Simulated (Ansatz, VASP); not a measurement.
Given: the input of a run of VASP 6.6.1 on SrO.

POSCAR

```
SrO
1.0
    0.0000000000      2.5663000000      2.5663000000
    2.5663000000      0.0000000000      2.5663000000
    2.5663000000      2.5663000000      0.0000000000
Sr O
1 1
Direct
    0.5000000000      0.5000000000      0.5000000000
    0.0000000000      0.0000000000      0.0000000000
```

Contents of INCAR.step1:

```
SYSTEM = SrO
ALGO = Normal ; EDIFF = 1E-5
ENCUT = 600 ; GGA = PE
ISMEAR = -1 ; LASPH = .True.
LCHARG = .False. ; LREAL = .False.
LWAVE = .True. ; NBANDS = 15
NELM = 60 ; PREC = Accurate
SIGMA = 0.05
```

The input INCAR.step2:

```
SYSTEM = SrO
AEXX = 0.25 ; ALGO = Normal
EDIFF = 1E-6 ; EDIFFG = -0.01
ENCUT = 600 ; GGA = PS
HFSCREEN = 0.207 ; IBRION = 2
ISIF = 3 ; ISMEAR = -1
ISTART = 1 ; LASPH = .True.
LCHARG = .False. ; LHFCALC = .True.
LREAL = .False. ; LWAVE = .False.
NELM = 60 ; NSW = 60
PREC = Accurate ; PRECFOCK = Normal
SIGMA = 0.05
```

KPOINTS

```
k-points
0
Gamma
  5 5 5
  0 0 0
```

Potentials or basis: VASP PAW PBE potentials, release 64 (Sr_sv, O).

The run is started by

```bash
$ cat potpaw_PBE.64/Sr_sv/POTCAR potpaw_PBE.64/O/POTCAR > POTCAR
$ cp INCAR.step1 INCAR
$ mpirun -np 1 vasp_std > vasp.out
$ cp INCAR.step2 INCAR
$ mpirun -np 1 vasp_std > vasp.out
```

Problem. Translate it to Ansatz 0.2.0. Potentials there: Ansatz PAW.

Solution. As run (the cutoff follows the program's own potentials):

File input.yaml:

```yaml
crystal:
  lattice:
    - [0.0, 2.5663, 2.5663]
    - [2.5663, 0.0, 2.5663]
    - [2.5663, 2.5663, 0.0]
  atoms:
    - { symbol: Sr, position: [0.5, 0.5, 0.5] }
    - { symbol: O, position: [0.0, 0.0, 0.0] }
hamiltonian:
  xc:
    exchange: hjs_pbesol
    correlation: pbesol
    exx: { coeff: 0.25, omega: 0.207 }
  pseudopotentials: { kind: paw }
kpoints:
  mp_grid: { grid: [5, 5, 5] }
scf:
  occupations: { method: fermi_dirac, width: 0.05 }
output:
  forces: true
  stress: true
relax:
  f_tol: 0.01
  max_steps: 40
  cell: { stress_tol: 0.05 }
```

Potentials or basis: Ansatz PAW.

The run is started by

```sh
$ ansatz run input.yaml --threads 2 --pin off --max-ram 5632MiB --backend cpu --events-out ev --progress --plain --runs-dir out
```

Both were run:

|  | VASP | Ansatz | Ansatz less VASP |
| --- | --- | --- | --- |
| gap on the k mesh at the Fermi level, each at its own relaxed structure (eV) | 4.84 | 4.88 | +0.049 |
| relaxed volume (Å³/atom) | 16.70 | 16.61 | -0.088 |
| relaxed cell length with the largest relative difference (Å) | 3.615 | 3.608 | -0.0063 |

VASP's potentials were made for PBE, not for PBEsol-based screened hybrid.

The k mesh is coarse, so the values compare programs but aren't converged. Noted on Ansatz's run: odd divisions of the mesh miss points on the zone boundary, where band edges often lie, so the gap on the mesh can be too wide; the plane-wave basis is chosen anew once the cell has moved, so the energies of steps on either side of that aren't comparable.
